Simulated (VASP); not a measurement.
# WSe2 in VASP: further runs

The runs below take WSe2 through single point, with r2SCAN, PBE+D3(BJ).

Everything below comes from runs of VASP 6.6.1. Logs are shortened: lines on timing, memory, paths and dates and some standing lists are left out, and cuts for length are marked.

## Step 1: The cell of the first run

The cell holds a slab with vacuum, 3 atoms: a = 3.285 Å, b = 3.285 Å, c = 32.738 Å, α = 90.00°, β = 90.00°, γ = 120.00°.

## Step 2: Single point, r2SCAN

The input, POSCAR:

```
WSe2
1.0
    3.2854988181      0.0000000000      0.0000000000
   -1.6427494091      2.8453254406      0.0000000000
    0.0000000000      0.0000000000     32.7375750684
Se W
2 1
Direct
    0.3333333333      0.6666666667      0.4485387266
    0.3333333333      0.6666666667      0.5514612734
    0.6666666667      0.3333333333      0.5000000000
```

The input, INCAR.step1:

```
SYSTEM = WSe2
PREC = Accurate
ENCUT = 440
ISMEAR = 0
SIGMA = 0.02
LREAL = .FALSE.
LASPH = .TRUE.
NELM = 120
LDIPOL = .TRUE.
IDIPOL = 3
DIPOL = 0.5 0.5 0.500
NBANDS = 20
GGA = PE
ALGO = Normal
EDIFF = 1E-5
LWAVE = .TRUE.
LCHARG = .FALSE.
GGA_COMPAT = .FALSE.
NELMDL = -8
```

The input, INCAR.step2:

```
SYSTEM = WSe2
PREC = Accurate
ENCUT = 440
EDIFF = 1E-6
ISMEAR = 0
SIGMA = 0.02
LREAL = .FALSE.
LASPH = .TRUE.
NELM = 120
ALGO = Normal
ISIF = 2
LWAVE = .FALSE.
LCHARG = .FALSE.
LDIPOL = .TRUE.
IDIPOL = 3
DIPOL = 0.5 0.5 0.500
METAGGA = R2SCAN
LMIXTAU = .TRUE.
NBANDS = 20
ISTART = 1
GGA_COMPAT = .FALSE.
```

The input, KPOINTS:

```
Automatic mesh
0
G
  9 9 1
  0 0 0
```

Potentials or basis: VASP PAW PBE potentials, release 64 (Se, W_sv).

Started as:

```console
$ cat potpaw_PBE.64/Se/POTCAR potpaw_PBE.64/W_sv/POTCAR > POTCAR
$ cp INCAR.step1 INCAR
$ mpirun -np 1 vasp_std > vasp.out
$ cp INCAR.step2 INCAR
$ mpirun -np 1 vasp_std > vasp.out
```

OUTCAR:

```text
SYSTEM = WSe2
   PREC = Accurate
   ENCUT = 440
   EDIFF = 1E-6
   ISMEAR = 0
   LREAL = .FALSE.
   LASPH = .TRUE.
   NELM = 120
   ISIF = 2
   METAGGA = R2SCAN
   ISTART = 1

 ion  position               nearest neighbor table
   1  0.333  0.667  0.449-   3 2.54   3 2.54   3 2.54
   2  0.333  0.667  0.551-   3 2.54   3 2.54   3 2.54
   3  0.667  0.333  0.500-   1 2.54   2 2.54   1 2.54   2 2.54   1 2.54   2 2.54

  LATTYP: Found a hexagonal cell.
 ALAT       =     3.2854988181
 C/A-ratio  =     9.9642632309

  Lattice vectors:

 A1 = (   3.2854988181,   0.0000000000,   0.0000000000)
 A2 = (  -1.6427494091,   2.8453254406,   0.0000000000)
 A3 = (   0.0000000000,   0.0000000000,  32.7375750684)

Analysis of symmetry for initial positions (statically):
=====================================================================
 Subroutine PRICEL returns:
 Original cell was already a primitive cell.

 Routine SETGRP: Setting up the symmetry group for a
 hexagonal supercell.

 Subroutine GETGRP returns: Found 12 space group operations
 (whereof 12 operations were pure point group operations)
 out of a pool of 24 trial point group operations.

The static configuration has the point symmetry D_3h.

Analysis of symmetry for dynamics (positions and initial velocities):
=====================================================================
 Subroutine PRICEL returns:
 Original cell was already a primitive cell.

 Routine SETGRP: Setting up the symmetry group for a
 hexagonal supercell.

 Subroutine GETGRP returns: Found 12 space group operations
 (whereof 12 operations were pure point group operations)
 out of a pool of 24 trial point group operations.

The dynamic configuration has the point symmetry D_3h.

 Subroutine INISYM returns: Found 12 space group operations
 (whereof 12 operations are pure point group operations),
 and found     1 'primitive' translations

----------------------------------------------------------------------------------------

                                     Primitive cell

  volume of cell :     306.0411

  direct lattice vectors                    reciprocal lattice vectors
     3.285498818  0.000000000  0.000000000     0.304367786  0.175726823  0.000000000
    -1.642749409  2.845325441  0.000000000     0.000000000  0.351453646  0.000000000
[... 74 lines left out ...]
   EDIFF  = 0.1E-05   stopping-criterion for ELM
   LREAL  =      F    real-space projection
   EDIFFG = 0.1E-04   stopping-criterion for IOM
   NSW    =      0    number of steps for IOM
   IBRION =     -1    ionic relax: 0-MD 1-quasi-New 2-CG
   NFREE  =      0    steps in history (QN), initial steepest desc. (CG)
   ISIF   =      2    stress and relaxation
   ISYM   =      2    0-nonsym 1-usesym 2-fastsym
   POTIM  = 0.5000    time-step for ionic-motion
   TEBEG  =    0.0;   TEEND  =   0.0 temperature during run
   PSTRESS=    0.0 pullay stress
   NELECT =      26.0000    total number of electrons
   NUPDOWN=      -1.0000    fix difference up-down
   EMIN   =  10.00;   EMAX   =-10.00  energy-range for DOS
   EFERMI =   0.00;   METHOD = LEGACY
   ISMEAR =     0;   SIGMA  =   0.02  broadening in eV -4-tet -1-fermi 0-gaus
   EFERMI_NEDOS =   21; number of points for ismear=-14 and -15
   IALGO  =     38    algorithm
   IMIX   =      4    mixing-type and parameters
     AMIX     =   0.40;   BMIX     =  1.00
     AMIX_MAG =   1.60;   BMIX_MAG =  1.00
  volume/ion in A,a.u.               =     102.01       688.42
  Fermi-wavevector in a.u.,A,eV,Ry     =   0.719680  1.359998  7.046990  0.517939
  Thomas-Fermi vector in A             =   1.808938
   LORBIT       =      0    0 simple, 1 ext, 2 COOP (PROOUT), +10 PAW based schemes
   METAGGA = R2SCAN    functional components
   LHFCALC =     F    Hartree Fock is set to
   AEXX    =    0.0000 exact exchange contribution
   IVDW    =     0    specifies the selected vdW correction
   LEPSILON=     F    determine dielectric tensor
   LRPA    =     F    only Hartree local field effects (RPA)
 non-spin polarized calculation
 Gauss-broadening in eV      SIGMA  =   0.02
  energy-cutoff  :      440.00
  volume of cell :      306.04
 maximum number of plane-waves:      6459
 NGX is ok and might be reduce to    24
   NGX = 11   NGY = 11   NGZ =111

 number of electron      26.0000000 magnetization

 dipolmoment           0.000000      0.000000      0.000000 electrons x Angstroem

 Free energy of the ion-electron system (eV)
  ---------------------------------------------------
  ext. energy  EPLUGINS =         0.00000000
  ---------------------------------------------------
  free energy    TOTEN  =       -81.73956712 eV

  energy without entropy =      -81.73956712  energy(sigma->0) =      -81.73956712

 E-fermi :  -2.8721     XC(G=0):  -2.5081

 val. band max:       -3.0759503608   @ k =   0.3333   0.3333   0.0000
 cond. band min:      -1.2890409233   @ k =   0.3333   0.3333   0.0000
 fundamental gap:      1.7869094374
 Fermi energy:        -2.8720864634

 k-point     1 :       0.0000    0.0000    0.0000
  band No.  band energies     occupation
      1     -79.0743      2.00000
      2     -42.6677      2.00000
      3     -42.5318      2.00000
      4     -42.5318      2.00000
      5     -18.5212      2.00000
      6     -17.2129      2.00000
[... 265 lines left out ...]
     19       3.7640      0.00000
     20       6.2346      0.00000

------------------------ aborting loop because EDIFF is reached ----------------------------------------

 vacuum level on the upper side and lower side of the slab       (xc-potential included)        -0.001        -0.001

  FORCE on cell =-STRESS in cart. coord.  units (eV):
  Direction    XX          YY          ZZ          XY          YZ          ZX
  --------------------------------------------------------------------------------------
  -------------------------------------------------------------------------------------
  Total        0.6363417      0.6363417     -0.6855612     -0.0000000      0.0000000     -0.0000000
  in kB        3.3313572      3.3313572     -3.5890298     -0.0000000      0.0000000     -0.0000000
  external PRESSURE =       1.0245615 kB  Pullay stress =       0.0000000 kB

 VOLUME and BASIS-vectors are now :
 -----------------------------------------------------------------------------
  energy-cutoff  :      440.00
  volume of cell :      306.04
      direct lattice vectors                 reciprocal lattice vectors
     3.285498818  0.000000000  0.000000000     0.304367786  0.175726823  0.000000000
    -1.642749409  2.845325441  0.000000000     0.000000000  0.351453646  0.000000000
     0.000000000  0.000000000 32.737575068     0.000000000  0.000000000  0.030545940

 POSITION                                       TOTAL-FORCE (eV/Angst)
 -----------------------------------------------------------------------------------
     -0.00000      1.89688     14.68407         0.000000      0.000000      0.198265
     -0.00000      1.89688     18.05350        -0.000000      0.000000     -0.198265
      1.64275      0.94844     16.36879         0.000000      0.000000      0.000000
 -----------------------------------------------------------------------------------
    total drift:                               -0.000000      0.000000      0.000000

  FREE ENERGIE OF THE ION-ELECTRON SYSTEM (eV)
  ---------------------------------------------------
  free  energy   TOTEN  =       -81.7395671221 eV

  energy  without entropy=      -81.7395671221  energy(sigma->0) =      -81.73956712

 vacuum level on the upper side and lower side of the slab         2.199         2.199
```

It took 4.4 min on 1 thread of Intel Xeon Platinum 8259CL at 2.50GHz (Skylake/Cascade Lake), shared host; peak memory 0.4 GiB.

Results:

```yaml
Free_energy: -81.7396 eV
Largest_force: 0.198 eV/Å
Band_gap_on_the_k_mesh: 1.79 eV, direct
```

Forces on the atoms (eV/Å):
```
Se   0.000  0.000  0.198
Se   0.000  0.000 -0.198
W    0.000  0.000  0.000
```

Caveat: the PAW data sets were made with another functional, which shifts forces and pressure a little; spin-orbit coupling is left out, which moves the levels of the heavy elements.

## Step 3: Single point, r2SCAN

This run uses another cell than the first one, of 103.81 Å³/atom, 1.018 times its volume.

The input, POSCAR:

```
WSe2
1.0
    3.3143047348      0.0000000000      0.0000000000
   -1.6571523674      2.8702720962      0.0000000000
    0.0000000000      0.0000000000     32.7375750684
Se W
2 1
Direct
    0.3333333333      0.6666666667      0.4492643894
    0.3333333333      0.6666666667      0.5507356106
    0.6666666667      0.3333333333      0.5000000000
```

The input, INCAR.step1:

```
PREC = Accurate
ENCUT = 440
ISMEAR = 0
SIGMA = 0.02
LREAL = False
LASPH = True
NELM = 120
LDIPOL = True
IDIPOL = 3
DIPOL = 0.5 0.5 0.500
NBANDS = 20
GGA = PE
ALGO = Normal
EDIFF = 1E-5
LWAVE = True
LCHARG = False
GGA_COMPAT = False
NELMDL = -8
```

The input, INCAR.step2:

```
PREC = Accurate
ENCUT = 440
EDIFF = 1E-6
ISMEAR = 0
SIGMA = 0.02
LREAL = False
LASPH = True
NELM = 120
ALGO = Normal
ISIF = 2
LWAVE = False
LCHARG = False
LDIPOL = True
IDIPOL = 3
DIPOL = 0.5 0.5 0.500
METAGGA = R2SCAN
LMIXTAU = True
NBANDS = 20
ISTART = 1
GGA_COMPAT = False
```

The input, KPOINTS:

```
Automatic mesh
0
Gamma
  9 9 1
```

Potentials or basis: VASP PAW PBE potentials, release 64 (Se, W_sv).

Started as:

```console
$ cat potpaw_PBE.64/Se/POTCAR potpaw_PBE.64/W_sv/POTCAR > POTCAR
$ cp INCAR.step1 INCAR
$ mpirun -np 1 vasp_std > vasp.out
$ cp INCAR.step2 INCAR
$ mpirun -np 1 vasp_std > vasp.out
```

Run time: 3.9 min. Hardware: 1 thread of Intel Xeon Platinum 8259CL at 2.50GHz (Skylake/Cascade Lake), shared host; peak memory 0.4 GiB.

The run converged. Its results:

| Item | Value |
| --- | --- |
| Free energy | -81.7500 eV |
| Largest force | 0.045 eV/Å |
| Band gap on the k mesh | 1.64 eV, direct |

Forces in eV/Å, atoms in the order of the input:
```
Se   0.000  0.000 -0.045
Se   0.000  0.000  0.045
W    0.000  0.000  0.000
```

Levels at points of the mesh, in eV from the valence-band top:
```csv
k point,band 11,band 12,band 13,band 14,band 15,band 16
"(0.00, 0.00, 0.00)",-1.38,-1.38,-0.26,3.09,3.09,3.27
```

Caveat: the PAW data sets were made with another functional, which shifts forces and pressure a little; spin-orbit coupling is left out, which moves the levels of the heavy elements.

## Step 4: Single point, PBE+D3(BJ), non-collinear spin, zero start, spin-orbit coupling

The input, INCAR:

```
PREC = Accurate ; ENCUT = 400
EDIFF = 1E-6 ; ISMEAR = 0
SIGMA = 0.02 ; LREAL = False
LASPH = True ; NELM = 200
ALGO = Normal ; ISIF = 2
LWAVE = False ; LCHARG = False
MAGMOM = 0 0 0 0 0 0 0 0 0 ; LORBIT = 11
LSORBIT = True ; GGA_COMPAT = False
LORBMOM = True ; LMAXMIX = 4
LDIPOL = True ; IDIPOL = 3
DIPOL = 0.5 0.5 0.500 ; GGA = PE
IVDW = 12 ; NBANDS = 39
NELMDL = -8
```

The input, KPOINTS:

```
regular mesh
0
Gamma
  9 9 1
```

The input, POSCAR:

```
WSe2
1.0
    3.2854988181      0.0000000000      0.0000000000
   -1.6427494091      2.8453254406      0.0000000000
    0.0000000000      0.0000000000     32.7375750684
Se W
2 1
Direct
    0.3333333333      0.6666666667      0.4485387266
    0.3333333333      0.6666666667      0.5514612734
    0.6666666667      0.3333333333      0.5000000000
```

Potentials or basis: VASP PAW PBE potentials, release 64 (Se, W_sv).

Started as:

```console
$ cat potpaw_PBE.64/Se/POTCAR potpaw_PBE.64/W_sv/POTCAR > POTCAR
$ mpirun -np 1 vasp_ncl > vasp.out
```

OUTCAR:

```text
PREC = Accurate
   ENCUT = 400
   EDIFF = 1E-6
   ISMEAR = 0
   LREAL = False
   LASPH = True
   NELM = 200
   ISIF = 2
   LORBIT = 11
   LSORBIT = True
   GGA = PE
   IVDW = 12
   NELMDL = -8
 IVDW          = 12

 ion  position               nearest neighbor table
   1  0.333  0.667  0.449-   3 2.54   3 2.54   3 2.54
   2  0.333  0.667  0.551-   3 2.54   3 2.54   3 2.54
   3  0.667  0.333  0.500-   1 2.54   2 2.54   1 2.54   2 2.54   1 2.54   2 2.54

  LATTYP: Found a hexagonal cell.
 ALAT       =     3.2854988181
 C/A-ratio  =     9.9642632309

  Lattice vectors:

 A1 = (   3.2854988181,   0.0000000000,   0.0000000000)
 A2 = (  -1.6427494091,   2.8453254406,   0.0000000000)
 A3 = (   0.0000000000,   0.0000000000,  32.7375750684)

Analysis of symmetry for initial positions (statically):
=====================================================================
 Subroutine PRICEL returns:
[... 1057 lines left out ...]
     0.0000000     0.0000061     0.0000000     0.0000061     0.0000030
     0.0000061     0.0000000     0.0000045     0.0000133     0.0000061
     0.0000000     0.0000045     0.0000000     0.0000045     0.0000000
     0.0000061     0.0000133     0.0000045     0.0000000     0.0000061
     0.0000030     0.0000061     0.0000000     0.0000061     0.0000000
 l=   3
     0.0000000     0.0000000     0.0000000     0.0000000     0.0000000     0.0000000     0.0000000
     0.0000000     0.0000000     0.0000000     0.0000000     0.0000000     0.0000000     0.0000000
     0.0000000     0.0000000     0.0000000     0.0000000     0.0000000     0.0000000     0.0000000
     0.0000000     0.0000000     0.0000000     0.0000000     0.0000000     0.0000000     0.0000000
[... 29 lines left out ...]
 l=   2
     0.0000000    -0.0056748     0.0000000    -0.0056748    -0.0262979
    -0.0056748     0.0000000    -0.0179522    -0.0050288    -0.0056748
     0.0000000    -0.0179522     0.0000000    -0.0179522     0.0000000
    -0.0056748    -0.0050288    -0.0179522     0.0000000    -0.0056748
    -0.0262979    -0.0056748     0.0000000    -0.0056748     0.0000000
 l=   3
     0.0000000     0.0000000     0.0000000     0.0000000     0.0000000     0.0000000     0.0000000
     0.0000000     0.0000000     0.0000000     0.0000000     0.0000000     0.0000000     0.0000000
     0.0000000     0.0000000     0.0000000     0.0000000     0.0000000     0.0000000     0.0000000
     0.0000000     0.0000000     0.0000000     0.0000000     0.0000000     0.0000000     0.0000000
     0.0000000     0.0000000     0.0000000     0.0000000     0.0000000     0.0000000     0.0000000
     0.0000000     0.0000000     0.0000000     0.0000000     0.0000000     0.0000000     0.0000000
     0.0000000     0.0000000     0.0000000     0.0000000     0.0000000     0.0000000     0.0000000

 total charge

# of ion       s       p       d       tot
------------------------------------------
    1        1.475   2.354   0.068   3.897
    2        1.475   2.354   0.068   3.897
    3        2.309   6.283   3.382  11.973
--------------------------------------------------
tot          5.258  10.990   3.518  19.767

 magnetization (x)

# of ion       s       p       d       tot
------------------------------------------
    1       -0.000   0.000  -0.000   0.000
    2        0.000  -0.000   0.000  -0.000
    3       -0.000   0.000  -0.000  -0.000
--------------------------------------------------
tot         -0.000   0.000  -0.000   0.000

 magnetization (y)

# of ion       s       p       d       tot
------------------------------------------
    1       -0.000   0.000   0.000  -0.000
    2        0.000   0.000   0.000   0.000
    3        0.000  -0.000  -0.000  -0.000
--------------------------------------------------
tot          0.000  -0.000  -0.000  -0.000

 magnetization (z)

# of ion       s       p       d       tot
------------------------------------------
    1        0.000   0.000  -0.000   0.000
    2        0.000  -0.000  -0.000  -0.000
    3        0.000  -0.000   0.000   0.000
--------------------------------------------------
tot          0.000  -0.000   0.000   0.000
```

Run time: 13 min. Hardware: 1 thread of Intel Xeon Platinum 8259CL at 2.50GHz (Skylake/Cascade Lake), shared host; peak memory 0.99 GiB.

What came out:

```yaml
Free_energy: -23.4385 eV
Largest_force: 0.079 eV/Å
Net_moment: 0.00 μB per cell
Valence_electrons_inside_the_program's_atomic_spheres: Se 3.90; W 11.97
Dispersion_energy_per_atom: -0.337 eV
```

Forces on the atoms (eV/Å):
```
Se   0.000  0.000 -0.079
Se   0.000  0.000  0.079
W    0.000  0.000  0.000
```

Moments on the atoms (μB; x, y, z):
```
Se  0.00 0.00 0.00
Se  0.00 0.00 0.00
W   0.00 0.00 0.00
```

## Step 5: Overview

```csv
level,spin,cell,cutoff (eV),gap on the mesh (eV),largest force (eV/Å)
r2SCAN,off,"a = 3.285, b = 3.285, c = 32.738 Å, angles 90.0, 90.0, 120.0°, 3 atoms",440,1.79,0.20
r2SCAN,off,"a = 3.314, b = 3.314, c = 32.738 Å, angles 90.0, 90.0, 120.0°, 3 atoms",440,1.64,0.04
PBE+D3(BJ),"non-collinear, zero start, SOC","a = 3.285, b = 3.285, c = 32.738 Å, angles 90.0, 90.0, 120.0°, 3 atoms",400,-,0.08
```

Alike in all rows: task single point; potentials or basis VASP PAW PBE potentials, release 64 (Se, W_sv); k mesh 9 × 9 × 1; smearing gaussian 0.02 eV.

Caveats: the PAW data sets were made with another functional, which shifts forces and pressure a little (some runs); spin-orbit coupling is left out, which moves the levels of the heavy elements (some runs).

Absolute energies hang on the potentials; compare differences alone.
